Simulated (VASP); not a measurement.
Crystal: GaMo.

```xyz
2
Lattice="0.0000 2.6166 2.6166 2.6166 0.0000 2.6166 2.6166 2.6166 0.0000" Properties=species:S:1:pos:R:3 pbc="T T T"
Ga    0.0000    0.0000    0.0000
Mo    2.6166    2.6166    2.6166
```

- Program: VASP 6.6.1
- Task: relaxation of cell and atoms
- Functional: PBE
- Potentials or basis: VASP PAW PBE potentials, release 64 (Ga_d, Mo_sv)
- Cutoff: 600 eV
- k mesh: 6 × 6 × 6
- Occupations: gaussian, width 0.2 eV
- Spin: no spin polarisation

At the start: pressure -7.7 GPa; volume 17.92 Å³/atom.

**Question.** How do energy, volume and symmetry change on relaxing?

**Answer.** Over 3 steps the energy falls by 26.7 meV/atom and the volume is 16.88 Å³/atom (-5.8 %); space group Fm-3m (No. 225, to 0.05 Å).

Step by step:
| step | energy change (eV) | largest force (eV/Å) | pressure (GPa) | volume (Å³) |
| --- | --- | --- | --- | --- |
| 1 | 0.0000 | 0.0000 | -7.73 | 35.83 |
| 2 | 0.0213 | 0.0000 | 11.60 | 31.53 |
| 3 | -0.0535 | 0.0000 | -0.10 | 33.76 |

Final structure:
```yaml
crystal:
  lattice:
    - [0.00000, 2.56529, 2.56529]
    - [2.56529, 0.00000, 2.56529]
    - [2.56529, 2.56529, 0.00000]
  atoms:
    - { symbol: Ga, position: [0.00000, 0.00000, 0.00000] }
    - { symbol: Mo, position: [0.50000, 0.50000, 0.50000] }
```
